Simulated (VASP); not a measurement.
The system is InP.

```
In P
1.0
     4.39311    0.00000    0.00000
    -2.19655    3.80454    0.00000
     0.00000    0.00000    5.97350
In P
2 2
Cartesian
  0.0000 2.5364 1.4934
  2.1966 1.2682 4.4801
  2.1966 1.2682 1.4934
  0.0000 2.5364 4.4801
```

Base run:

```yaml
Program: VASP 6.6.1
Functional: PBE
Potentials_or_basis: VASP PAW PBE potentials, release 64 (In_d, P)
Cutoff: 520 eV
k_mesh: 6 × 6 × 4
Occupations: fermi-dirac, width 0.02 eV
Spin: no spin polarisation
```

Its results: band gap on the k mesh zero (bands 18 and 19 overlap by 0.75 eV); pressure 1.6 GPa.

Q: The run is repeated on the same cell with these changes: functional from PBE to r2SCAN; further incar settings from ALGO = Normal; EDIFF = 1e-06; NBANDS = 26 to ALGO = Normal; EDIFF = 1e-07; NBANDS = 26. What comes out?

A: Band gap on the k mesh zero (bands 18 and 19 overlap by 0.78 eV); pressure -0.1 GPa.

Caveats: semilocal functionals underestimate gaps, and a narrow one can read as zero; spin-orbit coupling is left out, which moves the levels of the heavy elements; the PAW data sets were made with another functional, which shifts forces and pressure a little (at least some runs).
